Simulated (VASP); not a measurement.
# Pd3Cl (Pm-3m) in VASP: further runs, part 2 of 2

VASP 6.6.1. Earlier steps stand in the parts before.

## 4. Relaxation of cell and atoms, PBE

INCAR

```
PREC = Accurate
ENCUT = 600
EDIFF = 1E-6
ISMEAR = 0
SIGMA = 0.1
LREAL = F
LASPH = T
NELM = 60
ALGO = Fast
ISIF = 3
LWAVE = F
LCHARG = F
GGA = PE
IBRION = 2
NSW = 100
EDIFFG = -0.01
```

KPOINTS

```
regular mesh
0
Gamma
  12 12 12
```

POSCAR

```
Pd3Cl
1.0
    4.0633098240      0.0000000000      0.0000000000
    0.0000000000      4.0633098240      0.0000000000
    0.0000000000      0.0000000000      4.0633098240
Pd Cl
3 1
Direct
    0.0000000000      0.5000000000      0.5000000000
    0.5000000000      0.0000000000      0.5000000000
    0.5000000000      0.5000000000      0.0000000000
    0.0000000000      0.0000000000      0.0000000000
```

Potentials or basis: VASP PAW PBE potentials, release 64 (Pd, Cl).

Launch:

```
cat potpaw_PBE.64/Pd/POTCAR potpaw_PBE.64/Cl/POTCAR > POTCAR
mpirun -np 1 vasp_std > vasp.out
```

OUTCAR:

```text
PREC = Accurate
   ENCUT = 600
   EDIFF = 1E-6
   ISMEAR = 0
   LREAL = F
   LASPH = T
   NELM = 60
   ISIF = 3
   GGA = PE
   IBRION = 2
   NSW = 100
   EDIFFG = -0.01

 ion  position               nearest neighbor table
   1  0.000  0.500  0.500-   2 2.87   3 2.87   4 2.87   3 2.87   4 2.87   2 2.87   4 2.87   4 2.87
                             2 2.87   3 2.87   3 2.87   2 2.87
   2  0.500  0.000  0.500-   1 2.87   3 2.87   4 2.87   3 2.87   4 2.87   1 2.87   3 2.87   3 2.87
                             1 2.87   4 2.87   4 2.87   1 2.87
   3  0.500  0.500  0.000-   1 2.87   2 2.87   4 2.87   1 2.87   2 2.87   2 2.87   4 2.87   2 2.87
                             1 2.87   4 2.87   1 2.87   4 2.87
   4  0.000  0.000  0.000-   1 2.87   2 2.87   3 2.87   1 2.87   2 2.87   1 2.87   3 2.87   1 2.87
                             2 2.87   3 2.87   2 2.87   3 2.87

  LATTYP: Found a simple cubic cell.
 ALAT       =     4.0633098240
[... 269 lines left out ...]
  free energy    TOTEN  =       -15.85291393 eV

  energy without entropy =      -15.81917091  energy(sigma->0) =      -15.83604242

 E-fermi :   7.8830     XC(G=0): -12.0452

 val. band max:        7.8829873033   @ k =   0.0833   0.0833   0.0000
 cond. band min:       7.8910072082   @ k =   0.3333   0.3333   0.1667
 fundamental gap:      0.0080199049
 Fermi energy:         7.8830095689

 k-point     1 :       0.0000    0.0000    0.0000
  band No.  band energies     occupation
      1      -8.6339      2.00000
      2       2.7996      2.00000
      3       3.4197      2.00000
      4       3.4197      2.00000
      5       3.4197      2.00000
      6       4.1956      2.00000
[... 589 lines left out ...]
     21      10.2116      0.00000
     22      12.7866      0.00000

 [... further k-points ...]

------------------------ aborting loop because EDIFF is reached ----------------------------------------

  FORCE on cell =-STRESS in cart. coord.  units (eV):
  Direction    XX          YY          ZZ          XY          YZ          ZX
  --------------------------------------------------------------------------------------
  -------------------------------------------------------------------------------------
  Total       -0.0140955     -0.0140955     -0.0140955      0.0000000      0.0000000     -0.0000000
  in kB       -0.3428996     -0.3428996     -0.3428996      0.0000000      0.0000000     -0.0000000
  external PRESSURE =      -0.3428996 kB  Pullay stress =       0.0000000 kB
[... 19 lines left out ...]
  FREE ENERGIE OF THE ION-ELECTRON SYSTEM (eV)
  ---------------------------------------------------
  free  energy   TOTEN  =       -15.8529139323 eV

  energy  without entropy=      -15.8191709127  energy(sigma->0) =      -15.83604242

 reached required accuracy - stopping structural energy minimisation
```

OSZICAR:

```text
N       E                     dE             d eps       ncg     rms          rms(c)
DAV:   1     0.250653697598E+03    0.25065E+03   -0.19979E+04  3696   0.176E+03
DAV:   2    -0.551140694971E+01   -0.25617E+03   -0.24879E+03  4146   0.357E+02
DAV:   3    -0.158715742731E+02   -0.10360E+02   -0.10040E+02  4410   0.682E+01
[... 27 lines left out ...]
RMM:   3    -0.158526970297E+02    0.12445E-02   -0.10809E-02  3705   0.591E-01    0.183E-01
RMM:   4    -0.158528857672E+02   -0.18874E-03   -0.24685E-03  3798   0.264E-01    0.140E-01
RMM:   5    -0.158529040937E+02   -0.18327E-04   -0.79832E-04  3696   0.220E-01    0.326E-02
RMM:   6    -0.158529090857E+02   -0.49919E-05   -0.16809E-04  3845   0.663E-02    0.114E-02
RMM:   7    -0.158529145625E+02   -0.54768E-05   -0.36550E-05  3714   0.280E-02    0.102E-02
RMM:   8    -0.158529139323E+02    0.63014E-06   -0.59199E-06  3043   0.171E-02
   3 F= -.15852914E+02 E0= -.15836042E+02  d E =-.699725E-02
```

CONTCAR:

```text
Pd3Cl
   1.00000000000000
     4.0383913362677744   -0.0000000000000000    0.0000000000000000
    -0.0000000000000000    4.0383913362677744   -0.0000000000000000
    -0.0000000000000000   -0.0000000000000000    4.0383913362677744
  Pd              Cl
     3     1
Direct
     0.0000000000000000    0.5000000000000000    0.5000000000000000
     0.5000000000000000    0.0000000000000000    0.5000000000000000
     0.5000000000000000    0.5000000000000000    0.0000000000000000
     0.0000000000000000    0.0000000000000000    0.0000000000000000

  0.00000000E+00  0.00000000E+00  0.00000000E+00
  0.00000000E+00  0.00000000E+00  0.00000000E+00
  0.00000000E+00  0.00000000E+00  0.00000000E+00
  0.00000000E+00  0.00000000E+00  0.00000000E+00
```

Run time: 4.7 min. Hardware: 1 thread of Oxide Virtual Turin-like, shared host; peak memory 0.24 GiB.

Results:

- Free energy: -15.8529 eV
- Relaxed volume: 16.47 Å³/atom
- Relaxed cell: a = 4.038 Å, b = 4.038 Å, c = 4.038 Å, α = 90.00°, β = 90.00°, γ = 90.00°
- Space group after relaxing (to 0.1 Å): Pm-3m (No. 221)
- Energy gained by relaxing: 1.7 meV/atom
- Ionic steps: 3
- Pressure after relaxing: 0.0 GPa
- Band gap on the k mesh: zero (an odd number of electrons rules out a gap without spin polarisation)

Step by step:
```
step  energy change (eV)  largest force (eV/Å)  pressure (GPa)  volume (Å³)
   1              0.0000                0.0000           -1.77        67.09
   2             -0.0054                0.0000            0.91        65.30
   3             -0.0070                0.0000           -0.03        65.86
```

Final structure:
```
Pd Cl
1.0
     4.03839    0.00000    0.00000
     0.00000    4.03839    0.00000
     0.00000    0.00000    4.03839
Pd Cl
3 1
Direct
  0.00000 0.50000 0.50000
  0.50000 0.00000 0.50000
  0.50000 0.50000 0.00000
  0.00000 0.00000 0.00000
```

Caveat: an odd number of electrons without spin polarisation forces a metal; a magnetic or distorted state may lie lower.

## 5. Overview

```tsv
task	cell	k mesh	cutoff (eV)	gap on the mesh (eV)	pressure (GPa)
single point	a = 4.063 Å, 4 atoms	4 × 4 × 4	520	none	-1.9
single point	a = 4.040 Å, 4 atoms	12 × 12 × 12	520	none	-0.1
relaxation of cell and atoms	relaxed from a = 4.063 Å, 4 atoms	12 × 12 × 12	600	none	0.0
```

Alike in all rows: level PBE; potentials or basis VASP PAW PBE potentials, release 64 (Pd, Cl); no spin polarisation; smearing gaussian 0.1 eV.

Caveats: some runs use coarse meshes; an odd number of electrons without spin polarisation forces a metal; a magnetic or distorted state may lie lower.

Absolute energies hang on the potentials; compare differences alone.

The gap in the log of VASP goes by the Fermi energy; the results here count the filled bands.